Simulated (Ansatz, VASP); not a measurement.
Two plane-wave programs on SnO2

```
Sn O
1.0
     0.00000    9.65492    6.47591
     9.65492    0.00000    6.47591
     9.65492    9.65492    0.00000
Sn O
32 64
Direct
  0.12500 0.12500 0.12500
  0.37500 0.37500 0.37500
  0.00000 0.00000 0.00000
  0.25000 0.25000 0.25000
  0.12500 0.12500 0.62500
  0.37500 0.37500 0.87500
  0.00000 0.00000 0.50000
  0.25000 0.25000 0.75000
  0.12500 0.62500 0.12500
  0.37500 0.87500 0.37500
  0.00000 0.50000 0.00000
  0.25000 0.75000 0.25000
  0.12500 0.62500 0.62500
  0.37500 0.87500 0.87500
  0.00000 0.50000 0.50000
  0.25000 0.75000 0.75000
  0.62500 0.12500 0.12500
  0.87500 0.37500 0.37500
  0.50000 0.00000 0.00000
  0.75000 0.25000 0.25000
  0.62500 0.12500 0.62500
  0.87500 0.37500 0.87500
  0.50000 0.00000 0.50000
  0.75000 0.25000 0.75000
  0.62500 0.62500 0.12500
  0.87500 0.87500 0.37500
  0.50000 0.50000 0.00000
  0.75000 0.75000 0.25000
  0.62500 0.62500 0.62500
  0.87500 0.87500 0.87500
  0.50000 0.50000 0.50000
  0.75000 0.75000 0.75000
  0.02830 0.22170 0.37500
  0.27830 0.47170 0.12500
  0.22170 0.02830 0.37500
  0.47170 0.27830 0.12500
  0.00000 0.00000 0.15330
  0.25000 0.25000 0.40330
  0.00000 0.00000 0.34670
  0.25000 0.25000 0.09670
  0.02830 0.22170 0.87500
  0.27830 0.47170 0.62500
  0.22170 0.02830 0.87500
  0.47170 0.27830 0.62500
  0.00000 0.00000 0.65330
  0.25000 0.25000 0.90330
  0.00000 0.00000 0.84670
  0.25000 0.25000 0.59670
  0.02830 0.72170 0.37500
  0.27830 0.97170 0.12500
  0.22170 0.52830 0.37500
  0.47170 0.77830 0.12500
  0.00000 0.50000 0.15330
  0.25000 0.75000 0.40330
  0.00000 0.50000 0.34670
  0.25000 0.75000 0.09670
  0.02830 0.72170 0.87500
  0.27830 0.97170 0.62500
  0.22170 0.52830 0.87500
  0.47170 0.77830 0.62500
  0.00000 0.50000 0.65330
  0.25000 0.75000 0.90330
  0.00000 0.50000 0.84670
  0.25000 0.75000 0.59670
  0.52830 0.22170 0.37500
  0.77830 0.47170 0.12500
  0.72170 0.02830 0.37500
  0.97170 0.27830 0.12500
  0.50000 0.00000 0.15330
  0.75000 0.25000 0.40330
  0.50000 0.00000 0.34670
  0.75000 0.25000 0.09670
  0.52830 0.22170 0.87500
  0.77830 0.47170 0.62500
  0.72170 0.02830 0.87500
  0.97170 0.27830 0.62500
  0.50000 0.00000 0.65330
  0.75000 0.25000 0.90330
  0.50000 0.00000 0.84670
  0.75000 0.25000 0.59670
  0.52830 0.72170 0.37500
  0.77830 0.97170 0.12500
  0.72170 0.52830 0.37500
  0.97170 0.77830 0.12500
  0.50000 0.50000 0.15330
  0.75000 0.75000 0.40330
  0.50000 0.50000 0.34670
  0.75000 0.75000 0.09670
  0.52830 0.72170 0.87500
  0.77830 0.97170 0.62500
  0.72170 0.52830 0.87500
  0.97170 0.77830 0.62500
  0.50000 0.50000 0.65330
  0.75000 0.75000 0.90330
  0.50000 0.50000 0.84670
  0.75000 0.75000 0.59670
```

Alike in both runs: task single point; functional PBE; k mesh 1 × 1 × 1; no spin polarisation.

|  | VASP | Ansatz |
| --- | --- | --- |
| version | VASP 6.6.1 | Ansatz 0.2.0 |
| potentials or method | VASP PAW PBE potentials, release 64 (Sn_d, O), cutoff 520 eV | plane-wave PAW DFT |
| occupations | gaussian, width 0.01 eV | fixed |
| valence electrons in the cell | 832 | 832 |

```csv
,VASP,Ansatz,Ansatz less VASP
rms of the force components (eV/Å),0.016,0.025,+0.0085
```

The k mesh is coarse, so the values compare programs but aren't converged.
